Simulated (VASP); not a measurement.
# KCdCO3F (P1) in VASP: notebook, part 3 of 3

VASP 6.6.1. Earlier steps stand in the parts before.

**5. Single point, PBE**

INCAR

```
SYSTEM = KCdCO3F
PREC     = Accurate       ! precision mode
ENCUT    = 520            ! plane-wave cutoff, eV
EDIFF    = 1E-6           ! SCF threshold, eV
ISMEAR   = -1             ! smearing method
SIGMA    = 0.05           ! smearing width, eV
LREAL    = .False.        ! projectors in reciprocal space
LASPH    = .True.         ! aspherical terms in the spheres
NELM     = 60             ! most SCF steps
ALGO     = Normal         ! electronic algorithm
ISIF     = 2              ! what is computed and relaxed
LWAVE    = .False.        ! write WAVECAR
LCHARG   = .False.        ! write CHGCAR
GGA      = PE             ! functional
NBANDS   = 63             ! bands
```

KPOINTS

```
regular mesh
0
Gamma
  2 2 1
  0 0 0
```

POSCAR

```
KCdCO3F
1.0
    5.2375980000      0.0000000000      0.0000000000
   -2.6187990000      4.5358930000      0.0000000000
    0.0000000000      0.0000000000      9.0229200000
K Cd C O F
2 2 2 6 2
Direct
    0.6152299231      0.2164072212      0.4997606096
    0.6504819939      0.1874382839     -0.0274190617
   -0.0461109219     -0.0530435793      0.2161717049
   -0.0050787131      0.0574308080      0.7299300005
    0.2700785164      0.5544002030      0.2607359923
    0.2165457479      0.6683138249      0.7469089829
    0.2844337175      0.8076028248      0.2377833340
    0.4583516235      0.4942576908      0.2944833823
   -0.0142864257      0.3574819776      0.2226773594
   -0.0626017501      0.4793102483      0.7142033843
    0.3873210687      0.5564505159      0.7597762144
    0.2998133517      0.9318782432      0.7679664676
   -0.0511267790     -0.0301594416      0.5049363177
   -0.0604852950     -0.0424613191     -0.0127342368
```

Potentials or basis: VASP PAW PBE potentials, release 64 (K_sv, Cd, C, O, F).

Command:

```sh
> cat potpaw_PBE.64/K_sv/POTCAR potpaw_PBE.64/Cd/POTCAR potpaw_PBE.64/C/POTCAR potpaw_PBE.64/O/POTCAR potpaw_PBE.64/F/POTCAR > POTCAR
> mpirun -np 1 vasp_std > vasp.out
```

OUTCAR:

```text
SYSTEM = KCdCO3F
   PREC = Accurate
   ENCUT = 520
   EDIFF = 1E-6
   ISMEAR = -1
   LREAL = .False.
   LASPH = .True.
   NELM = 60
   ISIF = 2
   GGA = PE

 ion  position               nearest neighbor table
   1  0.615  0.216  0.500-  10 2.48  13 2.64   8 2.72  12 2.89   4 3.26   4 3.59   3 3.77
   2  0.650  0.187  0.973-  14 2.36  12 2.47   9 2.72  10 2.78   4 3.12   3 3.31
   3  0.954  0.947  0.216-  14 2.07   9 2.07   7 2.20   8 2.59  13 2.61   5 2.79   8 2.85   2 3.31
                             1 3.77
   4  0.995  0.057  0.730-  12 2.04  13 2.07  14 2.37  10 2.38  11 2.40   6 2.81   6 2.81   2 3.12
                             1 3.26   1 3.59
   5  0.270  0.554  0.261-   8 1.21   7 1.31   9 1.37   3 2.79
   6  0.217  0.668  0.747-  12 1.24  11 1.30  10 1.33   4 2.81   4 2.81
   7  0.284  0.808  0.238-   5 1.31   3 2.20
   8  0.458  0.494  0.294-   5 1.21   3 2.59   1 2.72   3 2.85
   9  0.986  0.357  0.223-   5 1.37   3 2.07   2 2.72
  10  0.937  0.479  0.714-   6 1.33   4 2.38   1 2.48   2 2.78
  11  0.387  0.556  0.760-   6 1.30   4 2.40
  12  0.300  0.932  0.768-   6 1.24   4 2.04   2 2.47   1 2.89
  13  0.949  0.970  0.505-   4 2.07   3 2.61   1 2.64
  14  0.940  0.958  0.987-   3 2.07   2 2.36   4 2.37

  LATTYP: Found a hexagonal cell.
 ALAT       =     5.2375980000
 C/A-ratio  =     1.7227209878

  Lattice vectors:

 A1 = (   5.2375980000,   0.0000000000,   0.0000000000)
 A2 = (  -2.6187990000,   4.5358930000,   0.0000000000)
 A3 = (   0.0000000000,   0.0000000000,   9.0229200000)

Analysis of symmetry for initial positions (statically):
=====================================================================
 Subroutine PRICEL returns:
 Original cell was already a primitive cell.

 Routine SETGRP: Setting up the symmetry group for a
 hexagonal supercell.

 Subroutine GETGRP returns: Found  1 space group operations
 (whereof  1 operations were pure point group operations)
 out of a pool of 24 trial point group operations.

The static configuration has the point symmetry C_1 .

Analysis of symmetry for dynamics (positions and initial velocities):
=====================================================================
 Subroutine PRICEL returns:
 Original cell was already a primitive cell.

 Routine SETGRP: Setting up the symmetry group for a
 hexagonal supercell.

 Subroutine GETGRP returns: Found  1 space group operations
 (whereof  1 operations were pure point group operations)
 out of a pool of 24 trial point group operations.

The dynamic configuration has the point symmetry C_1 .

 Subroutine INISYM returns: Found  1 space group operations
 (whereof  1 operations are pure point group operations),
 and found     1 'primitive' translations

----------------------------------------------------------------------------------------

                                     Primitive cell

  volume of cell :     214.3592

  direct lattice vectors                    reciprocal lattice vectors
     5.237598000  0.000000000  0.000000000     0.190927215  0.110231877  0.000000000
    -2.618799000  4.535893000  0.000000000     0.000000000  0.220463754  0.000000000
     0.000000000  0.000000000  9.022920000     0.000000000  0.000000000  0.110828867

  length of vectors
[... 73 lines left out ...]
   NGX,Y,Z   is equivalent  to a cutoff of  12.70, 12.70, 12.90 a.u.
   NGXF,Y,Z  is equivalent  to a cutoff of  25.39, 25.39, 25.79 a.u.
 SYSTEM =  KCdCO3F
   PREC   = accura    normal or accurate (medium, high low for compatibility)
   ISTART =      0    job   : 0-new  1-cont  2-samecut
   ICHARG =      2    charge: 1-file 2-atom 10-const
   ISPIN  =      1    spin polarized calculation?
   LNONCOLLINEAR =      F non collinear calculations
   LSORBIT =      F    spin-orbit coupling
   LASPH  =      T    aspherical Exc in radial PAW
   ENCUT  =  520.0 eV  38.22 Ry    6.18 a.u.   9.74  9.74 16.78*2*pi/ulx,y,z
   NELM   =     60;   NELMIN=  2; NELMDL= -5     # of ELM steps
   EDIFF  = 0.1E-05   stopping-criterion for ELM
   LREAL  =      F    real-space projection
   EDIFFG = 0.1E-04   stopping-criterion for IOM
   NSW    =      0    number of steps for IOM
   IBRION =     -1    ionic relax: 0-MD 1-quasi-New 2-CG
   NFREE  =      0    steps in history (QN), initial steepest desc. (CG)
   ISIF   =      2    stress and relaxation
   ISYM   =      2    0-nonsym 1-usesym 2-fastsym
   POTIM  = 0.5000    time-step for ionic-motion
   TEBEG  =    0.0;   TEEND  =   0.0 temperature during run
   PSTRESS=    0.0 pullay stress
   NELECT =     100.0000    total number of electrons
   NUPDOWN=      -1.0000    fix difference up-down
   EMIN   =  10.00;   EMAX   =-10.00  energy-range for DOS
   EFERMI =   0.00;   METHOD = LEGACY
   ISMEAR =    -1;   SIGMA  =   0.05  broadening in eV -4-tet -1-fermi 0-gaus
   EFERMI_NEDOS =   21; number of points for ismear=-14 and -15
   IALGO  =     38    algorithm
   IMIX   =      4    mixing-type and parameters
     AMIX     =   0.40;   BMIX     =  1.00
     AMIX_MAG =   1.60;   BMIX_MAG =  1.00
  volume/ion in A,a.u.               =      15.31       103.33
  Fermi-wavevector in a.u.,A,eV,Ry     =   1.269680  2.399347 21.933765  1.612086
  Thomas-Fermi vector in A             =   2.402708
   LORBIT       =      0    0 simple, 1 ext, 2 COOP (PROOUT), +10 PAW based schemes
   GGA     = PE    functional components
   LHFCALC =     F    Hartree Fock is set to
   AEXX    =    0.0000 exact exchange contribution
   IVDW    =     0    specifies the selected vdW correction
   LEPSILON=     F    determine dielectric tensor
   LRPA    =     F    only Hartree local field effects (RPA)
 non-spin polarized calculation
  energy-cutoff  :      520.00
  volume of cell :      214.36
 maximum number of plane-waves:      5806
 NGX is ok and might be reduce to    40
   NGX = 19   NGY = 19   NGZ = 33

 number of electron     100.0000012 magnetization

 Free energy of the ion-electron system (eV)
  ---------------------------------------------------
  ext. energy  EPLUGINS =         0.00000000
  ---------------------------------------------------
  free energy    TOTEN  =       -77.26590044 eV

  energy without entropy =      -77.26590044  energy(sigma->0) =      -77.26590044

 E-fermi :   1.0732     XC(G=0):  -8.9022

 val. band max:       -0.1577857890   @ k =   0.0000   0.0000   0.0000
 cond. band min:       2.2381622576   @ k =   0.0000   0.0000   0.0000
 fundamental gap:      2.3959480466
 Fermi energy:         1.0731678422

 k-point     1 :       0.0000    0.0000    0.0000
  band No.  band energies     occupation
      1     -28.3731      2.00000
      2     -28.1772      2.00000
      3     -22.5952      2.00000
      4     -22.4278      2.00000
      5     -22.1327      2.00000
      6     -21.4662      2.00000
[... 249 lines left out ...]
     61       8.4936      0.00000
     62       8.7832      0.00000
 [bands above 62 left out]

------------------------ aborting loop because EDIFF is reached ----------------------------------------

  FORCE on cell =-STRESS in cart. coord.  units (eV):
  Direction    XX          YY          ZZ          XY          YZ          ZX
  --------------------------------------------------------------------------------------
  -------------------------------------------------------------------------------------
  Total       10.4362151     10.8902108      7.9134291     -3.6153406      2.6439075      1.6879436
  in kB       78.0030408     81.3963250     59.1470686    -27.0220149     19.7612664     12.6161384
  external PRESSURE =      72.8488115 kB  Pullay stress =       0.0000000 kB

 VOLUME and BASIS-vectors are now :
 -----------------------------------------------------------------------------
  energy-cutoff  :      520.00
  volume of cell :      214.36
      direct lattice vectors                 reciprocal lattice vectors
     5.237598000  0.000000000  0.000000000     0.190927215  0.110231877  0.000000000
    -2.618799000  4.535893000  0.000000000     0.000000000  0.220463754  0.000000000
     0.000000000  0.000000000  9.022920000     0.000000000  0.000000000  0.110828867

 POSITION                                       TOTAL-FORCE (eV/Angst)
 -----------------------------------------------------------------------------------
      2.65560      0.98160      4.50930        -0.506927      0.036843     -0.729797
      2.91610      0.85020      8.77552        -1.040813      0.872765      0.680071
      2.51620      4.29529      1.95050         0.633452     -1.643518      2.150206
      5.06060      0.26050      6.58610        -1.727145      0.465787      0.678952
     -0.03730      2.51470      2.35260        -6.407951      0.401182     -2.537130
     -0.61600      3.03140      6.73930         0.666370     -4.560271     -0.429824
     -0.62520      3.66320      2.14550         2.221144      2.290749      0.849437
      1.10630      2.24190      2.65710         2.859451      0.013247      0.544564
      4.22660      1.62150      2.00920         0.935224     -0.840100      0.950922
      3.65450      2.17410      6.44420         0.181430      0.207018      0.472003
      0.57140      2.52400      6.85540         0.479487      0.888312      0.105530
     -0.87010      4.22690      6.92930         1.401797      2.446908      0.152831
      2.43000      4.39909      4.55600        -0.035007     -0.181048     -1.348403
      2.41320      4.34329      8.90802         0.339490     -0.397873     -1.539360
 -----------------------------------------------------------------------------------
    total drift:                                0.000548     -0.002034     -0.001012

  FREE ENERGIE OF THE ION-ELECTRON SYSTEM (eV)
  ---------------------------------------------------
  free  energy   TOTEN  =       -77.2659004419 eV

  energy  without entropy=      -77.2659004418  energy(sigma->0) =      -77.26590044
```

Run time: 62 s. Hardware: 1 thread of Intel Xeon Platinum 8488C (Sapphire Rapids), shared host; peak memory 0.35 GiB.

Results:

| Item | Value |
| --- | --- |
| Free energy | -77.2659 eV |
| Pressure | 7.3 GPa |
| Largest force | 6.904 eV/Å |
| Band gap on the k mesh | 2.40 eV, direct |

Forces on the atoms (eV/Å):
```
K   -0.507  0.037 -0.730
K   -1.041  0.873  0.680
Cd   0.633 -1.644  2.150
Cd  -1.727  0.466  0.679
C   -6.408  0.401 -2.537
C    0.666 -4.560 -0.430
O    2.221  2.291  0.849
O    2.859  0.013  0.545
O    0.935 -0.840  0.951
O    0.181  0.207  0.472
O    0.479  0.888  0.106
O    1.402  2.447  0.153
F   -0.035 -0.181 -1.348
F    0.339 -0.398 -1.539
```

Levels at points of the mesh, in eV from the valence-band top:
```
           k point  band 47  band 48  band 49  band 50  band 51  band 52  band 53  band 54
(0.00, 0.00, 0.00)    -1.31    -1.19    -0.32     0.00     2.40     4.17     5.07     5.60
(0.50, 0.00, 0.00)    -1.35    -1.16    -0.20    -0.04     3.82     4.93     5.28     5.51
(0.00, 0.50, 0.00)    -1.30    -1.25    -0.32    -0.27     4.00     4.85     5.57     5.69
(0.50, 0.50, 0.00)    -1.32    -1.20    -0.71    -0.11     3.83     4.84     5.57     5.85
```

Caveat: the k points lie up to 0.70 Å⁻¹ apart; forces of over 1 eV/Å act on the atoms, so gaps and moduli don't describe the material at rest.

**6. Single point, PBE**

INCAR

```
SYSTEM = KCdCO3F
PREC = Accurate ; ENCUT = 520
EDIFF = 1E-7 ; ISMEAR = -1
SIGMA = 0.05 ; LREAL = .FALSE.
LASPH = .TRUE. ; NELM = 100
ALGO = Normal ; ISIF = 2
LWAVE = .FALSE. ; LCHARG = .FALSE.
GGA = PE ; NBANDS = 63
```

KPOINTS

```
Automatic mesh
0
G
  2 2 1
  0 0 0
```

POSCAR

```
KCdCO3F
1.0
    5.2375980000      0.0000000000      0.0000000000
   -2.6187990000      4.5358930000      0.0000000000
    0.0000000000      0.0000000000      9.0229200000
K Cd C O F
2 2 2 6 2
Direct
    0.6301383359      0.3849517614      0.4597181400
    0.6102630665      0.3796826777     -0.0174666294
   -0.0765763090     -0.0788819313      0.2339154065
   -0.0453997995     -0.0542561299      0.7409796385
    0.3042553324      0.6380661978      0.2697796279
    0.2987403873      0.6120294284      0.6907409131
    0.4861610666      0.9095452648      0.2506727312
    0.3947849215      0.4295956717      0.2499301778
    0.0328325974      0.5411503314      0.2872573402
    0.0290222438      0.4938167633      0.7137046544
    0.4092956322      0.4461304533      0.7221941456
    0.4543319738      0.9113751140      0.6910401511
   -0.0228754660      0.0213408914      0.4821277369
   -0.0731108097     -0.1280453485      0.0004987299
```

Potentials or basis: VASP PAW PBE potentials, release 64 (K_sv, Cd, C, O, F).

Command:

```sh
> cat potpaw_PBE.64/K_sv/POTCAR potpaw_PBE.64/Cd/POTCAR potpaw_PBE.64/C/POTCAR potpaw_PBE.64/O/POTCAR potpaw_PBE.64/F/POTCAR > POTCAR
> mpirun -np 1 vasp_std > vasp.out
```

Wall time 64 s (1 thread of Intel Xeon Platinum 8488C (Sapphire Rapids), shared host); peak memory 0.36 GiB.

It converged, with:

```
Free energy            : -77.3245 eV
Pressure               : 1.9 GPa
Largest force          : 4.431 eV/Å
Band gap on the k mesh : 1.29 eV, direct
```

Forces on the atoms (eV/Å):
```
K    0.494 -1.103  1.856
K   -0.001 -1.696 -0.095
Cd   0.455  1.014  1.684
Cd  -0.057  0.379 -1.426
C    2.002 -2.669 -1.750
C    0.412  2.893  3.332
O    0.710  1.093 -0.007
O   -2.406  1.959 -0.657
O   -1.194 -0.029 -0.241
O   -4.057 -1.026 -0.426
O    1.831  0.263 -0.700
O    1.417 -1.898 -0.593
F    0.104 -0.468  0.204
F    0.291  1.289 -1.179
```

Stress tensor (GPa, compression positive):
```
 5.14  3.97 -0.34
 3.97 -0.87 -0.86
-0.34 -0.86  1.49
```

Levels at points of the mesh, in eV from the valence-band top:
```
           k point  band 46  band 47  band 48  band 49  band 50  band 51  band 52  band 53  band 54  band 55
(0.00, 0.00, 0.00)    -1.42    -1.24    -1.02    -0.69     0.00     1.29     3.40     4.47     5.31     5.52
(0.50, 0.00, 0.00)    -1.47    -1.28    -1.06    -0.61    -0.25     3.10     4.51     4.61     5.40     5.96
(0.00, 0.50, 0.00)    -1.53    -1.37    -1.05    -0.49    -0.15     2.94     4.52     4.56     5.36     5.74
(0.50, 0.50, 0.00)    -1.57    -1.32    -1.02    -0.79    -0.04     2.93     4.46     4.57     5.17     5.98
```

Caveat: the k points lie up to 0.70 Å⁻¹ apart; forces of over 1 eV/Å act on the atoms, so gaps and moduli don't describe the material at rest.
